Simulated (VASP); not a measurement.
# BaTiO3 (R3m) in VASP: single point with r2SCAN+U

Aim: the single point of BaTiO3 with r2SCAN+U.

All numbers are computed with VASP 6.6.1; they aren't measurements. Logs are shortened: lines on timing, memory, paths and dates and some standing lists are left out, and cuts for length are marked.

## 1. The cell of the first run

It takes space group R3m (No. 160, trigonal). The conventional cell has a = 5.739 Å, b = 5.739 Å, c = 7.057 Å, α = 90.00°, β = 90.00°, γ = 120.00°. Within 3.7 Å of Ba (site symmetry 3m) lie 12 O at 2.83 to 2.93 Å and 8 Ti at 3.43 to 3.63 Å. Within 2.5 Å of Ti (site symmetry 3m) lie 6 O at 1.90 to 2.17 Å. Within 2.5 Å of O (site symmetry m) lie 2 Ti at 1.90 to 2.17 Å. O (site symmetry m) has 2 Ti at 1.90 to 2.17 Å within 2.5 Å.

## 2. Single point, r2SCAN+U

File POSCAR:

```
BaTiO3
1.0
    8.1272669500      0.0000000000      0.0000000000
    0.0104937400      4.0636233300      0.0000000000
    0.0104937400      0.0104734400      4.0636030300
Ba Ti O
2 2 6
Direct
    0.0000000000      0.0000000000      0.0000000000
    0.5000000000      0.0000000000      0.0000000000
    0.2430000000      0.4860000000      0.4860000000
    0.7430000000      0.4860000000      0.4860000000
    0.2542000000      0.5084000000      0.0185000000
    0.7542000000      0.5084000000      0.0185000000
    0.0092500000      0.5084000000      0.5084000000
    0.5092500000      0.5084000000      0.5084000000
    0.2542000000      0.0185000000      0.5084000000
    0.7542000000      0.0185000000      0.5084000000
```

File INCAR.step1:

```
SYSTEM = BaTiO3
  PREC = Accurate
  ENCUT = 660
  ISMEAR = -1
  SIGMA = 0.1
  LREAL = .False.
  LASPH = .True.
  NELM = 200
  LMAXMIX = 4
  LDAU = .True.
  LDAUTYPE = 2
  LDAUL = -1 2 1
  LDAUU = 0 1.04 6.9
  LDAUJ = 0 0 0
  NBANDS = 51
  GGA = PE
  ALGO = Normal
  EDIFF = 1E-5
  LWAVE = .True.
  LCHARG = .False.
  GGA_COMPAT = .False.
```

File INCAR.step2:

```
SYSTEM = BaTiO3
  PREC = Accurate
  ENCUT = 660
  EDIFF = 1E-6
  ISMEAR = -1
  SIGMA = 0.1
  LREAL = .False.
  LASPH = .True.
  NELM = 200
  ALGO = Normal
  ISIF = 2
  LWAVE = .False.
  LCHARG = .False.
  LMAXMIX = 4
  LDAU = .True.
  LDAUTYPE = 2
  LDAUL = -1 2 1
  LDAUU = 0 1.04 6.9
  LDAUJ = 0 0 0
  LDAUPRINT = 1
  METAGGA = R2SCAN
  LMIXTAU = .True.
  NBANDS = 51
  ISTART = 1
  GGA_COMPAT = .False.
```

File KPOINTS:

```
regular mesh
0
Gamma
  3 6 6
  0 0 0
```

Potentials or basis: VASP PAW PBE potentials, release 64 (Ba_sv, Ti_sv, O).

On the command line:

```bash
> cat potpaw_PBE.64/Ba_sv/POTCAR potpaw_PBE.64/Ti_sv/POTCAR potpaw_PBE.64/O/POTCAR > POTCAR
> cp INCAR.step1 INCAR
> mpirun -np 1 vasp_std > vasp.out
> cp INCAR.step2 INCAR
> mpirun -np 1 vasp_std > vasp.out
```

OUTCAR:

```text
SYSTEM = BaTiO3
   PREC = Accurate
   ENCUT = 660
   EDIFF = 1E-6
   ISMEAR = -1
   LREAL = .False.
   LASPH = .True.
   NELM = 200
   ISIF = 2
   METAGGA = R2SCAN
   ISTART = 1

 ion  position               nearest neighbor table
   1  0.000  0.000  0.000-  10 2.83   6 2.83   7 2.83   7 2.87   7 2.87   9 2.87  10 2.87   5 2.87
                             6 2.87   9 2.93   5 2.93   7 2.93   3 3.43   3 3.48   3 3.48   4 3.48
   2  0.500  0.000  0.000-   9 2.83   5 2.83   8 2.83   8 2.87   8 2.87  10 2.87   9 2.87   6 2.87
                             5 2.87  10 2.93   6 2.93   8 2.93   4 3.43   4 3.48   4 3.48   3 3.48
   3  0.243  0.486  0.486-   5 1.90   7 1.90   9 1.90   5 2.17   8 2.17   9 2.17   1 3.43   1 3.48
                             1 3.48   2 3.48   2 3.55   2 3.55   1 3.55   2 3.63
   4  0.743  0.486  0.486-   6 1.90   8 1.90  10 1.90   6 2.17   7 2.17  10 2.17   2 3.43   2 3.48
                             2 3.48   1 3.48   1 3.55   1 3.55   2 3.55   1 3.63
   5  0.254  0.508  0.019-   3 1.90   3 2.17   2 2.83   1 2.87   2 2.87   1 2.93
   6  0.754  0.508  0.019-   4 1.90   4 2.17   1 2.83   2 2.87   1 2.87   2 2.93
   7  0.009  0.508  0.508-   3 1.90   4 2.17   1 2.83   1 2.87   1 2.87   1 2.93
   8  0.509  0.508  0.508-   4 1.90   3 2.17   2 2.83   2 2.87   2 2.87   2 2.93
   9  0.254  0.019  0.508-   3 1.90   3 2.17   2 2.83   1 2.87   2 2.87   1 2.93
  10  0.754  0.019  0.508-   4 1.90   4 2.17   1 2.83   2 2.87   1 2.87   2 2.93

  LATTYP: Found a base centered monoclinic cell.
 ALAT       =     5.7542657699
 B/A-ratio  =     0.9974193094
 C/A-ratio  =     1.4123899164
 COS(beta)  =    -0.0036472907

  Lattice vectors:

 A1 = (  -0.0104937400,  -4.0636233300,   0.0000000000)
 A2 = (  -0.0104937400,  -0.0104734400,  -4.0636030300)
 A3 = (   8.1272669500,   0.0000000000,   0.0000000000)

Analysis of symmetry for initial positions (statically):
=====================================================================
 Subroutine PRICEL returns following result:

  LATTYP: Found a trigonal (rhomboedric) cell.
 ALAT       =     4.0636334750
 COS(alpha) =     0.0025823518

  Lattice vectors:

 A1 = (   4.0636334750,   0.0000000000,   0.0000000000)
 A2 = (   0.0104937400,   4.0636233300,   0.0000000000)
 A3 = (   0.0104937400,   0.0104734400,   4.0636030300)

   2 primitive cells build up your supercell.

 Routine SETGRP: Setting up the symmetry group for a
 base centered monoclinic supercell.

 Subroutine GETGRP returns: Found  2 space group operations
 (whereof  2 operations were pure point group operations)
 out of a pool of  4 trial point group operations.

The static configuration has the point symmetry C_1h.

Analysis of symmetry for dynamics (positions and initial velocities):
=====================================================================
 Subroutine PRICEL returns following result:

  LATTYP: Found a trigonal (rhomboedric) cell.
 ALAT       =     4.0636334750
 COS(alpha) =     0.0025823518

  Lattice vectors:

 A1 = (   4.0636334750,   0.0000000000,   0.0000000000)
 A2 = (   0.0104937400,   4.0636233300,   0.0000000000)
 A3 = (   0.0104937400,   0.0104734400,   4.0636030300)

   2 primitive cells build up your supercell.

 Routine SETGRP: Setting up the symmetry group for a
 base centered monoclinic supercell.

 Subroutine GETGRP returns: Found  2 space group operations
 (whereof  2 operations were pure point group operations)
[... 170 lines left out ...]

 onsite density matrix

spin component  1

  0.1124 -0.0004  0.0060 -0.0004 -0.0003
 -0.0004  0.1124 -0.0027 -0.0004  0.0054
  0.0060 -0.0027  0.2401 -0.0027  0.0000
 -0.0004 -0.0004 -0.0027  0.1124 -0.0053
 -0.0003  0.0054  0.0000 -0.0053  0.2401

spin component  2

  0.1124 -0.0004  0.0060 -0.0004 -0.0003
 -0.0004  0.1124 -0.0027 -0.0004  0.0054
  0.0060 -0.0027  0.2401 -0.0027  0.0000
 -0.0004 -0.0004 -0.0027  0.1124 -0.0053
 -0.0003  0.0054  0.0000 -0.0053  0.2401

 occupancies and eigenvectors

  o =  0.1116  v =  0.5795  0.5743 -0.0026  0.5783  0.0016  0.0000  0.0000  0.0000  0.0000  0.0000      0.0000  0.0000  0.0000  0.0000  0.0000  0.0000  0.0000  0.0000  0.0000  0.0000
  o =  0.1116  v =  0.0000  0.0000  0.0000  0.0000  0.0000  0.5795  0.5743 -0.0026  0.5783  0.0016      0.0000  0.0000  0.0000  0.0000  0.0000  0.0000  0.0000  0.0000  0.0000  0.0000
  o =  0.1123  v =  0.0000  0.0000  0.0000  0.0000  0.0000  0.3824 -0.8169 -0.0261  0.4277  0.0531      0.0000  0.0000  0.0000  0.0000  0.0000  0.0000  0.0000  0.0000  0.0000  0.0000
  o =  0.1123  v =  0.3824 -0.8169 -0.0261  0.4277  0.0531  0.0000  0.0000  0.0000  0.0000  0.0000      0.0000  0.0000  0.0000  0.0000  0.0000  0.0000  0.0000  0.0000  0.0000  0.0000
  o =  0.1123  v =  0.0000  0.0000  0.0000  0.0000  0.0000  0.7182 -0.0268 -0.0490 -0.6931 -0.0260      0.0000  0.0000  0.0000  0.0000  0.0000  0.0000  0.0000  0.0000  0.0000  0.0000
  o =  0.1123  v =  0.7182 -0.0268 -0.0490 -0.6931 -0.0260  0.0000  0.0000  0.0000  0.0000  0.0000      0.0000  0.0000  0.0000  0.0000  0.0000  0.0000  0.0000  0.0000  0.0000  0.0000
  o =  0.2405  v =  0.0415 -0.0020  0.9094 -0.0366  0.4122  0.0000  0.0000  0.0000  0.0000  0.0000      0.0000  0.0000  0.0000  0.0000  0.0000  0.0000  0.0000  0.0000  0.0000  0.0000
  o =  0.2405  v =  0.0000  0.0000  0.0000  0.0000  0.0000  0.0415 -0.0020  0.9094 -0.0366  0.4122      0.0000  0.0000  0.0000  0.0000  0.0000  0.0000  0.0000  0.0000  0.0000  0.0000
  o =  0.2405  v =  0.0000  0.0000  0.0000  0.0000  0.0000 -0.0216  0.0469 -0.4122 -0.0293  0.9092      0.0000  0.0000  0.0000  0.0000  0.0000  0.0000  0.0000  0.0000  0.0000  0.0000
  o =  0.2405  v = -0.0216  0.0469 -0.4122 -0.0293  0.9092  0.0000  0.0000  0.0000  0.0000  0.0000      0.0000  0.0000  0.0000  0.0000  0.0000  0.0000  0.0000  0.0000  0.0000  0.0000

atom =   4  type =  2  l = 2

 onsite density matrix

spin component  1

  0.1124 -0.0004  0.0060 -0.0004 -0.0003
 -0.0004  0.1124 -0.0027 -0.0004  0.0054
  0.0060 -0.0027  0.2401 -0.0027  0.0000
 -0.0004 -0.0004 -0.0027  0.1124 -0.0053
 -0.0003  0.0054  0.0000 -0.0053  0.2401

spin component  2

  0.1124 -0.0004  0.0060 -0.0004 -0.0003
 -0.0004  0.1124 -0.0027 -0.0004  0.0054
  0.0060 -0.0027  0.2401 -0.0027  0.0000
 -0.0004 -0.0004 -0.0027  0.1124 -0.0053
 -0.0003  0.0054  0.0000 -0.0053  0.2401

 occupancies and eigenvectors

  o =  0.1116  v =  0.5795  0.5743 -0.0026  0.5783  0.0016  0.0000  0.0000  0.0000  0.0000  0.0000      0.0000  0.0000  0.0000  0.0000  0.0000  0.0000  0.0000  0.0000  0.0000  0.0000
  o =  0.1116  v =  0.0000  0.0000  0.0000  0.0000  0.0000  0.5795  0.5743 -0.0026  0.5783  0.0016      0.0000  0.0000  0.0000  0.0000  0.0000  0.0000  0.0000  0.0000  0.0000  0.0000
  o =  0.1123  v =  0.0000  0.0000  0.0000  0.0000  0.0000  0.3824 -0.8169 -0.0261  0.4277  0.0531      0.0000  0.0000  0.0000  0.0000  0.0000  0.0000  0.0000  0.0000  0.0000  0.0000
  o =  0.1123  v =  0.3824 -0.8169 -0.0261  0.4277  0.0531  0.0000  0.0000  0.0000  0.0000  0.0000      0.0000  0.0000  0.0000  0.0000  0.0000  0.0000  0.0000  0.0000  0.0000  0.0000
  o =  0.1123  v =  0.0000  0.0000  0.0000  0.0000  0.0000  0.7182 -0.0268 -0.0490 -0.6931 -0.0260      0.0000  0.0000  0.0000  0.0000  0.0000  0.0000  0.0000  0.0000  0.0000  0.0000
  o =  0.1123  v =  0.7182 -0.0268 -0.0490 -0.6931 -0.0260  0.0000  0.0000  0.0000  0.0000  0.0000      0.0000  0.0000  0.0000  0.0000  0.0000  0.0000  0.0000  0.0000  0.0000  0.0000
  o =  0.2405  v =  0.0415 -0.0020  0.9094 -0.0366  0.4122  0.0000  0.0000  0.0000  0.0000  0.0000      0.0000  0.0000  0.0000  0.0000  0.0000  0.0000  0.0000  0.0000  0.0000  0.0000
  o =  0.2405  v =  0.0000  0.0000  0.0000  0.0000  0.0000  0.0415 -0.0020  0.9094 -0.0366  0.4122      0.0000  0.0000  0.0000  0.0000  0.0000  0.0000  0.0000  0.0000  0.0000  0.0000
  o =  0.2405  v =  0.0000  0.0000  0.0000  0.0000  0.0000 -0.0216  0.0469 -0.4122 -0.0293  0.9092      0.0000  0.0000  0.0000  0.0000  0.0000  0.0000  0.0000  0.0000  0.0000  0.0000
  o =  0.2405  v = -0.0216  0.0469 -0.4122 -0.0293  0.9092  0.0000  0.0000  0.0000  0.0000  0.0000      0.0000  0.0000  0.0000  0.0000  0.0000  0.0000  0.0000  0.0000  0.0000  0.0000

 number of electron      80.0000006 magnetization

 Free energy of the ion-electron system (eV)
  ---------------------------------------------------
  ext. energy  EPLUGINS =         0.00000000
  ---------------------------------------------------
  free energy    TOTEN  =      -117.12971753 eV

  energy without entropy =     -117.12971694  energy(sigma->0) =     -117.12971723

 E-fermi :   4.3733     XC(G=0): -11.6188

 val. band max:        2.9158019812   @ k =   0.0000   0.5000   0.5000
 cond. band min:       5.7797922204   @ k =   0.0000   0.0000   0.0000
 fundamental gap:      2.8639902391
 Fermi energy:         4.3732682602

 k-point     1 :       0.0000    0.0000    0.0000
  band No.  band energies     occupation
      1     -56.0207      2.00000
      2     -56.0201      2.00000
      3     -31.2098      2.00000
      4     -31.1751      2.00000
      5     -31.1698      2.00000
      6     -31.1656      2.00000
[... 1285 lines left out ...]
     50       9.3505      0.00000
     51       9.9807      0.00000

 [... further k-points ...]

------------------------ aborting loop because EDIFF is reached ----------------------------------------

  FORCE on cell =-STRESS in cart. coord.  units (eV):
  Direction    XX          YY          ZZ          XY          YZ          ZX
  --------------------------------------------------------------------------------------
  -------------------------------------------------------------------------------------
  Total       -4.6605989     -4.6576945     -4.6579364      0.0512193      0.0499591      0.0510909
  in kB      -55.6394801    -55.6048066    -55.6076948      0.6114700      0.5964246      0.6099368
  external PRESSURE =     -55.6173272 kB  Pullay stress =       0.0000000 kB

 VOLUME and BASIS-vectors are now :
 -----------------------------------------------------------------------------
  energy-cutoff  :      660.00
  volume of cell :      134.21
      direct lattice vectors                 reciprocal lattice vectors
     8.127266950  0.000000000  0.000000000     0.123042593 -0.000317740 -0.000316923
     0.010493740  4.063623330  0.000000000     0.000000000  0.246085800 -0.000634256
     0.010493740  0.010473440  4.063603030     0.000000000  0.000000000  0.246087030

 POSITION                                       TOTAL-FORCE (eV/Angst)
 -----------------------------------------------------------------------------------
      0.00000      0.00000      0.00000        -0.065333     -0.063870     -0.063706
      4.06363      0.00000      0.00000        -0.065333     -0.063870     -0.063706
      1.98513      1.98001      1.97491        -0.055458     -0.057658     -0.057510
      6.04876      1.98001      1.97491        -0.055458     -0.057658     -0.057510
      2.07148      2.06614      0.07518         0.005323      0.006444      0.109899
      6.13511      2.06614      0.07518         0.005323      0.006444      0.109899
      0.08585      2.07127      2.06594         0.110146      0.005169      0.005155
      4.14948      2.07127      2.06594         0.110146      0.005169      0.005155
      2.07148      0.08050      2.06594         0.005323      0.109916      0.006161
      6.13511      0.08050      2.06594         0.005323      0.109916      0.006161
 -----------------------------------------------------------------------------------
    total drift:                                0.010533     -0.003111     -0.003350

  FREE ENERGIE OF THE ION-ELECTRON SYSTEM (eV)
  ---------------------------------------------------
  free  energy   TOTEN  =      -117.1297175250 eV

  energy  without entropy=     -117.1297169372  energy(sigma->0) =     -117.12971723
```

It took 18 min on 1 thread of Intel Xeon Platinum 8259CL at 2.50GHz (Skylake/Cascade Lake), shared host; peak memory 0.5 GiB.

What came out:

| Item | Value |
| --- | --- |
| Free energy | -117.1297 eV |
| Pressure | -5.6 GPa |
| Largest force | 0.111 eV/Å |
| Band gap on the k mesh | 2.86 eV |

Forces in eV/Å, atoms in the order of the input:
```
Ba  -0.065 -0.064 -0.064
Ba  -0.065 -0.064 -0.064
Ti  -0.055 -0.058 -0.058
Ti  -0.055 -0.058 -0.058
O    0.005  0.006  0.110
O    0.005  0.006  0.110
O    0.110  0.005  0.005
O    0.110  0.005  0.005
O    0.005  0.110  0.006
O    0.005  0.110  0.006
```

Eigenvalues of the final occupation matrices:
| site | spin | trace | eigenvalues |
| --- | --- | --- | --- |
| site 3 d | 1 | 0.82 | 0.11 0.11 0.11 0.24 0.24 |
| site 3 d | 2 | 0.82 | 0.11 0.11 0.11 0.24 0.24 |
| site 4 d | 1 | 0.82 | 0.11 0.11 0.11 0.24 0.24 |
| site 4 d | 2 | 0.82 | 0.11 0.11 0.11 0.24 0.24 |

Caveat: the cell stands under tension; the PAW data sets were made with another functional, which shifts forces and pressure a little; spin-orbit coupling is left out, which moves the levels of the heavy elements. A k mesh can miss the band edges.
